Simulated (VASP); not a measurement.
# NaTa2 (P6_3/mmc) in VASP: notebook

Runs on NaTa2. Level: PBE. Tasks: single point.

Everything below comes from runs of VASP 6.6.1. Logs are shortened: lines on timing, memory, paths and dates and some standing lists are left out, and cuts for length are marked.

## (1) The cell of the first run

It takes space group P6_3/mmc (No. 194, hexagonal). The conventional cell has a = 3.113 Å, b = 3.113 Å, c = 12.107 Å, α = 90.00°, β = 90.00°, γ = 120.00°. Na (site symmetry -6m2) has 6 Ta at 2.33 Å and 6 Na at 3.11 Å within 3.2 Å. Ta (site symmetry 3m) has 3 Na at 2.33 Å and 7 Ta at 2.97 to 3.11 Å within 3.2 Å.

## (2) Single point, PBE

Input file INCAR:

```
ALGO = Normal
EDIFF = 1E-7
ENCUT = 520
GGA = PE
ISIF = 2
ISMEAR = 0
LASPH = T
LCHARG = T
LELF = T
LREAL = F
LVHAR = T
LWAVE = F
NBANDS = 38
NELM = 60
PREC = Accurate
SIGMA = 0.1
```

Input file KPOINTS:

```
k-points
0
Gamma
  6 6 2
```

Input file POSCAR:

```
NaTa2
1.0
    3.1126547141      0.0000000000      0.0000000000
   -1.5563273570      2.6956380556      0.0000000000
    0.0000000000      0.0000000000     12.1069504331
Na Ta
2 4
Direct
    0.3333333333      0.6666666667      0.2500000000
    0.6666666667      0.3333333333      0.7500000000
    0.3333333333      0.6666666667      0.6275000000
    0.6666666667      0.3333333333      0.1275000000
    0.3333333333      0.6666666667      0.8725000000
    0.6666666667      0.3333333333      0.3725000000
```

Potentials or basis: VASP PAW PBE potentials, release 64 (Na_pv, Ta_pv).

Launch:

```console
> cat potpaw_PBE.64/Na_pv/POTCAR potpaw_PBE.64/Ta_pv/POTCAR > POTCAR
> mpirun -np 1 vasp_std > vasp.out
```

OUTCAR:

```text
EDIFF = 1E-7
   ENCUT = 520
   GGA = PE
   ISIF = 2
   ISMEAR = 0
   LASPH = T
   LREAL = F
   NELM = 60
   PREC = Accurate

 ion  position               nearest neighbor table
   1  0.333  0.667  0.250-   4 2.33   6 2.33   4 2.33   6 2.33   4 2.33   6 2.33
   2  0.667  0.333  0.750-   3 2.33   5 2.33   3 2.33   5 2.33   3 2.33   5 2.33
   3  0.333  0.667  0.627-   2 2.33   2 2.33   2 2.33   5 2.97   6 3.57   6 3.57   6 3.57
   4  0.667  0.333  0.127-   1 2.33   1 2.33   1 2.33   6 2.97   5 3.57   5 3.57   5 3.57
   5  0.333  0.667  0.873-   2 2.33   2 2.33   2 2.33   3 2.97   4 3.57   4 3.57   4 3.57
   6  0.667  0.333  0.373-   1 2.33   1 2.33   1 2.33   4 2.97   3 3.57   3 3.57   3 3.57

  LATTYP: Found a hexagonal cell.
 ALAT       =     3.1126547141
 C/A-ratio  =     3.8895899305

  Lattice vectors:

 A1 = (   3.1126547141,   0.0000000000,   0.0000000000)
 A2 = (  -1.5563273570,   2.6956380556,   0.0000000000)
 A3 = (   0.0000000000,   0.0000000000,  12.1069504331)

Analysis of symmetry for initial positions (statically):
=====================================================================
 Subroutine PRICEL returns:
 Original cell was already a primitive cell.

 Routine SETGRP: Setting up the symmetry group for a
 hexagonal supercell.

 Subroutine GETGRP returns: Found 24 space group operations
 (whereof 12 operations were pure point group operations)
 out of a pool of 24 trial point group operations.

The static configuration has the point symmetry D_3d.
 The point group associated with its full space group is D_6h.

Analysis of symmetry for dynamics (positions and initial velocities):
=====================================================================
 Subroutine PRICEL returns:
 Original cell was already a primitive cell.

 Routine SETGRP: Setting up the symmetry group for a
 hexagonal supercell.

 Subroutine GETGRP returns: Found 24 space group operations
 (whereof 12 operations were pure point group operations)
 out of a pool of 24 trial point group operations.

The dynamic configuration has the point symmetry D_3d.
 The point group associated with its full space group is D_6h.

 Subroutine INISYM returns: Found 24 space group operations
 (whereof 12 operations are pure point group operations),
 and found     1 'primitive' translations

----------------------------------------------------------------------------------------

                                     Primitive cell
[... 90 lines left out ...]
   EDIFFG = 0.1E-05   stopping-criterion for IOM
   NSW    =      0    number of steps for IOM
   IBRION =     -1    ionic relax: 0-MD 1-quasi-New 2-CG
   NFREE  =      0    steps in history (QN), initial steepest desc. (CG)
   ISIF   =      2    stress and relaxation
   ISYM   =      2    0-nonsym 1-usesym 2-fastsym
   POTIM  = 0.5000    time-step for ionic-motion
   TEBEG  =    0.0;   TEEND  =   0.0 temperature during run
   PSTRESS=    0.0 pullay stress
   NELECT =      58.0000    total number of electrons
   NUPDOWN=      -1.0000    fix difference up-down
   EMIN   =  10.00;   EMAX   =-10.00  energy-range for DOS
   EFERMI =   0.00;   METHOD = LEGACY
   ISMEAR =     0;   SIGMA  =   0.10  broadening in eV -4-tet -1-fermi 0-gaus
   EFERMI_NEDOS =   21; number of points for ismear=-14 and -15
   IALGO  =     38    algorithm
   IMIX   =      4    mixing-type and parameters
     AMIX     =   0.40;   BMIX     =  1.00
     AMIX_MAG =   1.60;   BMIX_MAG =  1.00
  volume/ion in A,a.u.               =      16.93       114.25
  Fermi-wavevector in a.u.,A,eV,Ry     =   1.358131  2.566496 25.096224  1.844520
  Thomas-Fermi vector in A             =   2.484991
   LORBIT       =      0    0 simple, 1 ext, 2 COOP (PROOUT), +10 PAW based schemes
   GGA     = PE    functional components
   LHFCALC =     F    Hartree Fock is set to
   AEXX    =    0.0000 exact exchange contribution
   IVDW    =     0    specifies the selected vdW correction
   LEPSILON=     F    determine dielectric tensor
   LRPA    =     F    only Hartree local field effects (RPA)
 non-spin polarized calculation
 Gauss-broadening in eV      SIGMA  =   0.10
  energy-cutoff  :      520.00
  volume of cell :      101.58
 maximum number of plane-waves:      2763
 NGX is ok and might be reduce to    24
   NGX = 11   NGY = 11   NGZ = 45

 number of electron      57.9999991 magnetization

 Free energy of the ion-electron system (eV)
  ---------------------------------------------------
  ext. energy  EPLUGINS =         0.00000000
  ---------------------------------------------------
  free energy    TOTEN  =       -30.46738756 eV

  energy without entropy =      -30.42338386  energy(sigma->0) =      -30.44538571

 E-fermi :   5.2342     XC(G=0): -11.7347

 val. band max:        5.2334263421   @ k =   0.3333   0.3333   0.0000
 cond. band min:       5.2773688683   @ k =   0.3333   0.0000   0.0000
 fundamental gap:      0.0439425262
 Fermi energy:         5.2341934870

 k-point     1 :       0.0000    0.0000    0.0000
  band No.  band energies     occupation
      1     -29.5694      2.00000
      2     -29.4903      2.00000
      3     -29.3077      2.00000
      4     -29.2255      2.00000
      5     -28.9995      2.00000
      6     -28.9995      2.00000
[... 563 lines left out ...]
     37       8.7947      0.00000
     38       8.7947      0.00000

------------------------ aborting loop because EDIFF is reached ----------------------------------------

  FORCE on cell =-STRESS in cart. coord.  units (eV):
  Direction    XX          YY          ZZ          XY          YZ          ZX
  --------------------------------------------------------------------------------------
  -------------------------------------------------------------------------------------
  Total       17.9438194     17.9438194     30.6932325      0.0000000      0.0000000     -0.0000000
  in kB      283.0076541    283.0076541    484.0897878      0.0000000      0.0000000     -0.0000000
  external PRESSURE =     350.0350320 kB  Pullay stress =       0.0000000 kB

 VOLUME and BASIS-vectors are now :
 -----------------------------------------------------------------------------
  energy-cutoff  :      520.00
  volume of cell :      101.58
      direct lattice vectors                 reciprocal lattice vectors
     3.112654714  0.000000000  0.000000000     0.321269171  0.185484842  0.000000000
    -1.556327357  2.695638056  0.000000000     0.000000000  0.370969685  0.000000000
     0.000000000  0.000000000 12.106950433     0.000000000  0.000000000  0.082597183

 POSITION                                       TOTAL-FORCE (eV/Angst)
 -----------------------------------------------------------------------------------
     -0.00000      1.79709      3.02674         0.000000     -0.000000     -0.000000
      1.55633      0.89855      9.08021        -0.000000     -0.000000     -0.000000
     -0.00000      1.79709      7.59711        -0.000000      0.000000     -7.905712
      1.55633      0.89855      1.54364         0.000000     -0.000000     -7.905712
     -0.00000      1.79709     10.56331        -0.000000      0.000000      7.905712
      1.55633      0.89855      4.50984         0.000000      0.000000      7.905712
 -----------------------------------------------------------------------------------
    total drift:                               -0.000000      0.000000     -0.000000

  FREE ENERGIE OF THE ION-ELECTRON SYSTEM (eV)
  ---------------------------------------------------
  free  energy   TOTEN  =       -30.4673875582 eV

  energy  without entropy=      -30.4233838598  energy(sigma->0) =      -30.44538571
```

OSZICAR:

```text
N       E                     dE             d eps       ncg     rms          rms(c)
DAV:   1     0.653171198409E+03    0.65317E+03   -0.32364E+04  1064   0.179E+03
DAV:   2     0.633821810925E+01   -0.64683E+03   -0.63397E+03  1086   0.514E+02
DAV:   3    -0.308195530705E+02   -0.37158E+02   -0.34483E+02  1214   0.117E+02
DAV:   4    -0.331625479056E+02   -0.23430E+01   -0.22106E+01  1432   0.223E+01
DAV:   5    -0.332156718519E+02   -0.53124E-01   -0.53000E-01  1318   0.319E+00    0.203E+01
DAV:   6    -0.308718912163E+02    0.23438E+01   -0.63054E+00  1246   0.145E+01    0.936E+00
DAV:   7    -0.304859973541E+02    0.38589E+00   -0.16875E+00  1296   0.668E+00    0.135E+00
DAV:   8    -0.304718470560E+02    0.14150E-01   -0.46893E-02  1420   0.155E+00    0.610E-01
DAV:   9    -0.304673787493E+02    0.44683E-02   -0.78018E-03  1488   0.675E-01    0.140E-01
DAV:  10    -0.304673917774E+02   -0.13028E-04   -0.71063E-04  1278   0.189E-01    0.449E-02
DAV:  11    -0.304673909479E+02    0.82949E-06   -0.88288E-05  1404   0.611E-02    0.838E-03
DAV:  12    -0.304673877556E+02    0.31923E-05   -0.13264E-05  1354   0.242E-02    0.559E-03
DAV:  13    -0.304673873931E+02    0.36250E-06   -0.10033E-06  1310   0.662E-03    0.831E-04
DAV:  14    -0.304673875876E+02   -0.19447E-06   -0.91123E-08   846   0.214E-03    0.249E-04
DAV:  15    -0.304673875582E+02    0.29378E-07   -0.15858E-08   718   0.952E-04
   1 F= -.30467388E+02 E0= -.30445386E+02  d E =-.440037E-01
```

stdout:

```text
POSCAR found type information on POSCAR NaTa
 POSCAR found :  2 types and       6 ions
 scaLAPACK will be used
 LDA part: xc-table for (Slater+PW92), standard interpolation
 POSCAR, INCAR and KPOINTS ok, starting setup
 FFT: planning ... GRIDC
 FFT: planning ... GRID_SOFT
 FFT: planning ... GRID
 WAVECAR not read
 entering main loop
```

Wall time 1.8 min (1 thread of Intel Xeon 8259CL, shared host); peak memory 0.23 GiB.

Results:

| Quantity | Value |
| --- | --- |
| Free energy | -30.4674 eV |
| Pressure | 35.0 GPa |
| Largest force | 7.906 eV/Å |
| Band gap on the k mesh | zero (bands 29 and 30 overlap by 1.40 eV) |

Forces in eV/Å, atoms in the order of the input:
```
Na   0.000  0.000  0.000
Na   0.000  0.000  0.000
Ta   0.000  0.000 -7.906
Ta   0.000  0.000 -7.906
Ta   0.000  0.000  7.906
Ta   0.000  0.000  7.906
```

Caveat: the k points lie up to 0.39 Å⁻¹ apart, too coarse for converged energies and pressures of a metal; spin-orbit coupling is left out, which moves the levels of the heavy elements; forces of over 1 eV/Å act on the atoms, so gaps and moduli don't describe the material at rest.

## (3) Single point, PBE

This run uses another cell than the first one, of 20.25 Å³/atom.

Input file INCAR:

```
SYSTEM = NaTa2
  ALGO = Normal
  EDIFF = 1E-7
  ENCUT = 520
  GGA = PE
  ISIF = 2
  ISMEAR = 0
  LASPH = .True.
  LCHARG = .False.
  LREAL = .False.
  LWAVE = .False.
  NBANDS = 38
  NELM = 100
  PREC = Accurate
  SIGMA = 0.1
```

Input file KPOINTS:

```
k-points
0
Gamma
  6 6 2
  0 0 0
```

Input file POSCAR:

```
NaTa2
1.0
    2.8531422179      0.0000000000      0.0000000000
   -1.4265711089      2.4708936414      0.0000000000
    0.0000000000      0.0000000000     17.2327699718
Na Ta
2 4
Direct
    0.3333333333      0.6666666667      0.2500000000
    0.6666666667      0.3333333333      0.7500000000
    0.3333333333      0.6666666667      0.5765118264
    0.6666666667      0.3333333333      0.0765118264
    0.3333333333      0.6666666667      0.9234881736
    0.6666666667      0.3333333333      0.4234881736
```

Potentials or basis: VASP PAW PBE potentials, release 64 (Na_pv, Ta_pv).

Launch:

```console
> cat potpaw_PBE.64/Na_pv/POTCAR potpaw_PBE.64/Ta_pv/POTCAR > POTCAR
> mpirun -np 1 vasp_std > vasp.out
```

It took 2.5 min on 1 thread of Intel Xeon 8259CL, shared host; peak memory 0.27 GiB.

It converged, with:

* Free energy: -46.5330 eV
* Pressure: -0.1 GPa
* Largest force: 0.036 eV/Å
* Band gap on the k mesh: zero (bands 29 and 30 overlap by 1.35 eV)

Forces in eV/Å, atoms in the order of the input:
```
Na   0.000  0.000  0.000
Na   0.000  0.000  0.000
Ta   0.000  0.000 -0.036
Ta   0.000  0.000 -0.036
Ta   0.000  0.000  0.036
Ta   0.000  0.000  0.036
```

Stress tensor (GPa, compression positive):
```
-0.03  0.00  0.00
 0.00 -0.03  0.00
 0.00  0.00 -0.15
```

Levels at points of the mesh, in eV from the Fermi level:
| k point | band 25 | band 26 | band 27 | band 28 | band 29 | band 30 | band 31 | band 32 |
| --- | --- | --- | --- | --- | --- | --- | --- | --- |
| (0.00, 0.00, 0.00) | -1.56 | -1.44 | -1.21 | -0.78 | 0.69 | 0.69 | 0.69 | 0.69 |
| (0.50, 0.00, 0.00) | -1.69 | -1.59 | 0.37 | 0.38 | 0.70 | 0.87 | 1.67 | 1.88 |
| (0.00, 0.00, 0.50) | -1.47 | -1.47 | -1.02 | -1.02 | 0.69 | 0.69 | 0.69 | 0.69 |
| (0.50, 0.00, 0.50) | -1.64 | -1.64 | 0.50 | 0.50 | 0.59 | 0.59 | 1.88 | 1.88 |

Caveat: the k points lie up to 0.42 Å⁻¹ apart, too coarse for converged energies and pressures of a metal; spin-orbit coupling is left out, which moves the levels of the heavy elements.

## (4) Single point, PBE

This run uses another cell than the first one, of 20.42 Å³/atom.

Input file INCAR:

```
ALGO = Fast
EDIFF = 1E-6
ENCUT = 520
GGA = PE
ISIF = 2
ISMEAR = 0
LASPH = True
LCHARG = True
LELF = True
LREAL = False
LVHAR = True
LWAVE = False
NBANDS = 38
NELM = 60
PREC = Accurate
SIGMA = 0.1
```

Input file KPOINTS:

```
k-points
0
Gamma
  18 18 4
```

Input file POSCAR:

```
NaTa2
1.0
    2.8778621317      0.0000000000      0.0000000000
   -1.4389310659      2.4923017146      0.0000000000
    0.0000000000      0.0000000000     17.0843837478
Na Ta
2 4
Direct
    0.3333333333      0.6666666667      0.2500000000
    0.6666666667      0.3333333333      0.7500000000
    0.3333333333      0.6666666667      0.5755404766
    0.6666666667      0.3333333333      0.0755404766
    0.3333333333      0.6666666667      0.9244595234
    0.6666666667      0.3333333333      0.4244595234
```

Launch:

```console
> cat potpaw_PBE.64/Na_pv/POTCAR potpaw_PBE.64/Ta_pv/POTCAR > POTCAR
> mpirun -np 1 vasp_std > vasp.out
```

It took 18 min on 1 thread of Intel Xeon 8259CL, shared host; peak memory 0.53 GiB.

It converged, with:

```yaml
Free_energy: -46.5987 eV
Pressure: 0.0 GPa
Band_gap_on_the_k_mesh: zero (bands 29 and 30 overlap by 1.67 eV)
```

Levels at points of the mesh, in eV from the Fermi level:
| k point | band 27 | band 28 | band 29 | band 30 | band 31 | band 32 |
| --- | --- | --- | --- | --- | --- | --- |
| (0.00, 0.00, 0.00) | -0.80 | -0.49 | 0.81 | 0.81 | 0.81 | 0.81 |
| (0.50, 0.00, 0.00) | 0.42 | 0.49 | 0.84 | 0.93 | 1.71 | 1.87 |
| (0.00, 0.00, 0.50) | -0.69 | -0.69 | 0.81 | 0.81 | 0.81 | 0.81 |
| (0.50, 0.00, 0.50) | 0.61 | 0.61 | 0.66 | 0.66 | 1.87 | 1.87 |

Caveat: spin-orbit coupling is left out, which moves the levels of the heavy elements.

## (5) Overview

```csv
cell,k mesh,gap on the mesh (eV),pressure (GPa),largest force (eV/Å)
"a = 3.113, b = 3.113, c = 12.107 Å, angles 90.0, 90.0, 120.0°, 6 atoms, atomic positions A",6 × 6 × 2,none,35.0,7.91
"a = 2.853, b = 2.853, c = 17.233 Å, angles 90.0, 90.0, 120.0°, 6 atoms, atomic positions B",6 × 6 × 2,none,-0.1,0.04
"a = 2.878, b = 2.878, c = 17.084 Å, angles 90.0, 90.0, 120.0°, 6 atoms, atomic positions C",18 × 18 × 4,none,0.0,-
```

Alike in all rows: task single point; level PBE; potentials or basis VASP PAW PBE potentials, release 64 (Na_pv, Ta_pv); no spin polarisation; cutoff (eV) 520; smearing gaussian 0.1 eV.

Caveats: some runs use coarse meshes; spin-orbit coupling is left out, which moves the levels of the heavy elements; forces of over 1 eV/Å act on the atoms, so gaps and moduli don't describe the material at rest (at least some runs).

Total energies depend on the potentials used, so only differences within one code and one set of settings carry meaning.

The gap in the log of VASP goes by the Fermi energy; the results here count the filled bands.